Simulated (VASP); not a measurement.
# Zr (a cell with a defect) in VASP: single point with PBE

Aim: the single point of Zr (a cell with a defect) with PBE.

Everything below comes from runs of VASP 6.6.1. Logs are shortened: lines on timing, memory, paths and dates and some standing lists are left out, and cuts for length are marked.

## (1) The cell of the first run

The cell holds a defect, 15 atoms: a = 6.445 Å, b = 6.445 Å, c = 10.264 Å, α = 90.00°, β = 90.00°, γ = 60.00°.

## (2) Single point, PBE

The input, INCAR:

```
SYSTEM = Zr
  PREC = Accurate
  ENCUT = 520
  EDIFF = 1E-6
  ISMEAR = 0
  SIGMA = 0.1
  LREAL = Auto
  LASPH = .True.
  NELM = 60
  ALGO = Normal
  ISIF = 2
  LWAVE = .False.
  LCHARG = .False.
  GGA = PE
  NBANDS = 103
```

The input, KPOINTS:

```
Automatic mesh
0
Gamma
  3 3 2
  0 0 0
```

The input, POSCAR:

```
Zr
1.0
    3.2226450900      5.5817850400      0.0000000000
   -3.2226450900      5.5817850400      0.0000000000
    0.0000000000      0.0000000000     10.2642120000
Zr
15
Direct
    0.1592955704      0.1822152521      0.1237551407
    0.3189658935      0.3798816923      0.3696717293
    0.3433029170      0.3161336205      0.8677461066
    0.1569578053      0.6848868674      0.1314746812
    0.2499964548      1.0004898950      0.4995923701
    0.1813013944      0.6211202266      0.6295505198
    0.3409947290      0.8187991279      0.8754623346
    0.6556784458      0.1894151875      0.1190894148
    0.8019611361      0.3798609786      0.3696533158
    0.6905798570      0.1196054094      0.6204319435
    0.8413511515      0.3161319751      0.8677420147
    0.6589062132      0.6848802183      0.1314730249
    0.8096903566      0.8813969806      0.3787947872
    0.6982979313      0.6211228180      0.6295341523
    0.8445842990      0.8115688731      0.8801079908
```

Potentials or basis: VASP PAW PBE potentials, release 64 (Zr_sv).

Started as:

```sh
$ cat potpaw_PBE.64/Zr_sv/POTCAR > POTCAR
$ mpirun -np 1 vasp_std > vasp.out
```

OUTCAR:

```text
SYSTEM = Zr
   PREC = Accurate
   ENCUT = 520
   EDIFF = 1E-6
   ISMEAR = 0
   LREAL = Auto
   LASPH = .True.
   NELM = 60
   ISIF = 2
   GGA = PE

 ion  position               nearest neighbor table
   1  0.159  0.182  0.124-   3 3.17  11 3.18  12 3.21   4 3.21   9 3.22   2 3.22   8 3.22   8 3.22
                             4 3.23  12 3.23   7 3.26
   2  0.319  0.380  0.370-   4 2.98   6 2.99   5 3.01   9 3.11   8 3.19  13 3.19   1 3.22  13 3.26
                             9 3.33  10 3.34
   3  0.343  0.316  0.868-   6 2.98   8 3.12   1 3.17  10 3.20  15 3.21  11 3.21   7 3.21   7 3.23
                            11 3.24  15 3.24   4 3.40
   4  0.157  0.685  0.131-   2 2.98  15 3.12   7 3.18  13 3.20   8 3.21  12 3.21   1 3.21   1 3.23
                            12 3.24   8 3.24   3 3.40
   5  0.250  0.000  0.500-   9 3.01   6 3.01  14 3.01   2 3.01  13 3.52  10 3.52  13 3.52  10 3.52
[... 7 lines left out ...]
   9  0.802  0.380  0.370-  12 2.98  14 2.99   5 3.01   2 3.11   8 3.19  13 3.19   1 3.22  13 3.26
                             2 3.33  10 3.34
  10  0.691  0.120  0.620-  13 2.81  15 3.17   6 3.19  14 3.19   3 3.20  11 3.20  14 3.26   6 3.26
                             2 3.34   9 3.34   5 3.52   5 3.52
  11  0.841  0.316  0.868-  14 2.98   8 3.12   1 3.18  10 3.20  15 3.21   3 3.21   7 3.21   7 3.23
                             3 3.24  15 3.24  12 3.40
  12  0.659  0.685  0.131-   9 2.98  15 3.12   7 3.17  13 3.20   8 3.21   4 3.21   1 3.21   1 3.23
                             4 3.24   8 3.24  11 3.40
  13  0.810  0.881  0.379-  10 2.81   8 3.17   9 3.19   2 3.19   4 3.20  12 3.20   2 3.26   9 3.26
                             6 3.34  14 3.34   5 3.52   5 3.52
  14  0.698  0.621  0.630-  11 2.98   9 2.99   5 3.01   6 3.11  15 3.19  10 3.19   7 3.22  10 3.26
                             6 3.33  13 3.34
  15  0.845  0.812  0.880-  12 3.12   4 3.12  10 3.17   6 3.19  14 3.19  11 3.21   3 3.21   7 3.22
                             7 3.22   8 3.23   3 3.24  11 3.24

  LATTYP: Found a hexagonal cell.
 ALAT       =     6.4452901881
 C/A-ratio  =     1.5925135565

  Lattice vectors:

 A1 = (   3.2226450900,  -5.5817850400,   0.0000000000)
 A2 = (   3.2226450900,   5.5817850400,   0.0000000000)
 A3 = (   0.0000000000,   0.0000000000,  10.2642120000)

Analysis of symmetry for initial positions (statically):
=====================================================================
 Subroutine PRICEL returns:
 Original cell was already a primitive cell.

 Routine SETGRP: Setting up the symmetry group for a
 hexagonal supercell.

 Subroutine GETGRP returns: Found  1 space group operations
 (whereof  1 operations were pure point group operations)
 out of a pool of 24 trial point group operations.

The static configuration has the point symmetry C_1 .

[... 143 lines left out ...]
     AMIX_MAG =   1.60;   BMIX_MAG =  1.00
  volume/ion in A,a.u.               =      24.62       166.13
  Fermi-wavevector in a.u.,A,eV,Ry     =   1.288404  2.434730 22.585452  1.659984
  Thomas-Fermi vector in A             =   2.420359
   LORBIT       =      0    0 simple, 1 ext, 2 COOP (PROOUT), +10 PAW based schemes
   GGA     = PE    functional components
   LHFCALC =     F    Hartree Fock is set to
   AEXX    =    0.0000 exact exchange contribution
   IVDW    =     0    specifies the selected vdW correction
   LEPSILON=     F    determine dielectric tensor
   LRPA    =     F    only Hartree local field effects (RPA)
 non-spin polarized calculation
 Gauss-broadening in eV      SIGMA  =   0.10
  energy-cutoff  :      520.00
  volume of cell :      369.27
 maximum number of plane-waves:      9990
   NGX = 23   NGY = 23   NGZ = 39

 number of electron     179.9999999 magnetization

 Free energy of the ion-electron system (eV)
  ---------------------------------------------------
  ext. energy  EPLUGINS =         0.00000000
  ---------------------------------------------------
  free energy    TOTEN  =      -125.21227768 eV

  energy without entropy =     -125.12358955  energy(sigma->0) =     -125.16793362

 E-fermi :   8.1932     XC(G=0): -10.7823

 val. band max:        8.1833842842   @ k =  -0.3333   0.3333   0.0000
 cond. band min:       8.2195419264   @ k =  -0.0000   0.3333   0.5000
 fundamental gap:      0.0361576422
 Fermi energy:         8.1931604140

 k-point     1 :       0.0000    0.0000    0.0000
  band No.  band energies     occupation
      1     -40.7836      2.00000
      2     -40.6075      2.00000
      3     -40.5591      2.00000
      4     -40.4922      2.00000
      5     -40.4864      2.00000
      6     -40.4550      2.00000
[... 1039 lines left out ...]
    101       9.0653      0.00000
    102       9.0687      0.00000
 [bands above 102 left out]

------------------------ aborting loop because EDIFF is reached ----------------------------------------

  FORCE on cell =-STRESS in cart. coord.  units (eV):
  Direction    XX          YY          ZZ          XY          YZ          ZX
  --------------------------------------------------------------------------------------
  -------------------------------------------------------------------------------------
  Total       -4.9868051     -6.3425093     -4.1492083     -1.1712832     -1.7194950      2.9785199
  in kB      -21.6367377    -27.5188637    -18.0025749     -5.0819605     -7.4605408     12.9231947
  external PRESSURE =     -22.3860587 kB  Pullay stress =       0.0000000 kB

 VOLUME and BASIS-vectors are now :
 -----------------------------------------------------------------------------
  energy-cutoff  :      520.00
  volume of cell :      369.27
      direct lattice vectors                 reciprocal lattice vectors
     3.222645090  5.581785040  0.000000000     0.155152052  0.089577079  0.000000000
    -3.222645090  5.581785040  0.000000000    -0.155152052  0.089577079  0.000000000
     0.000000000  0.000000000 10.264212000     0.000000000  0.000000000  0.097425891

 POSITION                                       TOTAL-FORCE (eV/Angst)
 -----------------------------------------------------------------------------------
     -0.07386      1.90624      1.27025        -0.020320      0.011217     -0.017408
     -0.19631      3.90082      3.79439        -0.006317      0.005149     -0.010290
      0.08756      3.68083      8.90673         0.004870      0.008011      0.006481
     -1.70133      4.69900      1.34948        -0.005370     -0.008511     -0.006634
      0.80407      1.39816      5.12792        -0.000129     -0.000366      0.000902
     -1.41738      4.47894      6.46184         0.006946     -0.005582      0.011001
     -1.53979      6.47372      8.98593         0.019799     -0.011441      0.017474
      1.50260      4.71713      1.22236         0.028374     -0.016337      0.008823
      1.36028      6.59668      3.79420        -0.008216      0.003074     -0.010174
      1.84005      4.52228      6.36824        -0.000732      0.001212      0.006938
      1.69259      6.46082      8.90669        -0.004463     -0.008934      0.006125
     -0.08371      7.50073      1.34947         0.004658      0.009128     -0.006726
     -0.23108      9.43929      3.88803         0.002011     -0.001243     -0.009114
      0.24871      7.36472      6.46167         0.008780     -0.002420      0.010986
      0.10640      9.24429      9.03362        -0.029889      0.017043     -0.008383
 -----------------------------------------------------------------------------------
    total drift:                                0.001386     -0.002028      0.003536

  FREE ENERGIE OF THE ION-ELECTRON SYSTEM (eV)
  ---------------------------------------------------
  free  energy   TOTEN  =      -125.2122776849 eV

  energy  without entropy=     -125.1235895521  energy(sigma->0) =     -125.16793362
```

Run time: 8.8 min. Hardware: 1 thread of Intel Xeon 6975P-C (Granite Rapids), shared host; peak memory 0.56 GiB.

Results:

```yaml
Free_energy: -125.2123 eV
Pressure: -2.2 GPa
Largest_force: 0.035 eV/Å
Band_gap_on_the_k_mesh: zero (band 90 reaches 8.47 eV, above the bottom of band 91 at 7.98 eV)
```

Forces on the atoms (eV/Å):
```
Zr  -0.020  0.011 -0.017
Zr  -0.006  0.005 -0.010
Zr   0.005  0.008  0.006
Zr  -0.005 -0.009 -0.007
Zr   0.000  0.000  0.001
Zr   0.007 -0.006  0.011
Zr   0.020 -0.011  0.017
Zr   0.028 -0.016  0.009
Zr  -0.008  0.003 -0.010
Zr  -0.001  0.001  0.007
Zr  -0.004 -0.009  0.006
Zr   0.005  0.009 -0.007
Zr   0.002 -0.001 -0.009
Zr   0.009 -0.002  0.011
Zr  -0.030  0.017 -0.008
```

Stress tensor (GPa, compression positive):
```
-2.16 -0.51  1.29
-0.51 -2.75 -0.75
 1.29 -0.75 -1.80
```

Caveat: the k points lie up to 0.38 Å⁻¹ apart.
